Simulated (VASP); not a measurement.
Wanted: the native input for a VASP 6.6.1 run.

* Task: single point
* Functional: PBEsol
* Potentials or basis: VASP PAW PBE potentials, release 64 (Ge_d)
* Cutoff: 520 eV
* k mesh: 20 × 20 × 20
* Occupations: gaussian, width 0.15 eV
* Spin: no spin polarisation
* Dipole correction: no
* Further INCAR settings: ALGO = Normal; EDIFF = 1e-07; NBANDS = 21

The structure of Ge lies in POSCAR:

```
Ge
1.0
   -2.5744897190      2.5744897190      1.4183738328
    2.5744897190     -2.5744897190      1.4183738328
    2.5744897190      2.5744897190     -1.4183738328
Ge
2
Direct
    0.2500000000      0.7500000000      0.5000000000
    0.5000000000      0.5000000000      0.0000000000
```

This cell differs from its parent crystal: strain +0.000 along x and y, +0.015 along z.

These files were run (other wordings do the same):

INCAR

```
SYSTEM = Ge
PREC = Accurate ; ENCUT = 520
EDIFF = 1E-7 ; ISMEAR = 0
SIGMA = 0.15 ; LREAL = .False.
LASPH = .True. ; NELM = 80
ALGO = Normal ; ISIF = 2
LWAVE = .False. ; LCHARG = .True.
GGA = PS ; LELF = .True.
LVHAR = .True. ; NBANDS = 21
```

KPOINTS

```
Automatic mesh
0
Gamma
  20 20 20
  0 0 0
```

Potentials or basis: VASP PAW PBE potentials, release 64 (Ge_d).

Launch:

```sh
$ cat potpaw_PBE.64/Ge_d/POTCAR > POTCAR
$ mpirun -np 1 vasp_std > vasp.out
```

Results of the run:

```
Pressure               : -1.9 GPa
Band gap on the k mesh : zero (bands 14 and 15 overlap by 5.17 eV)
```

Caveat: the cell differs from its parent crystal (strain +0.000 along x and y, +0.015 along z); the PAW data sets were made with another functional, which shifts forces and pressure a little.

Wall time 6.1 min on 1 thread of Intel(R) Xeon(R) Platinum 8375C CPU @ 2.90GHz (Ice Lake) (shared host), peak memory 0.48 GiB.
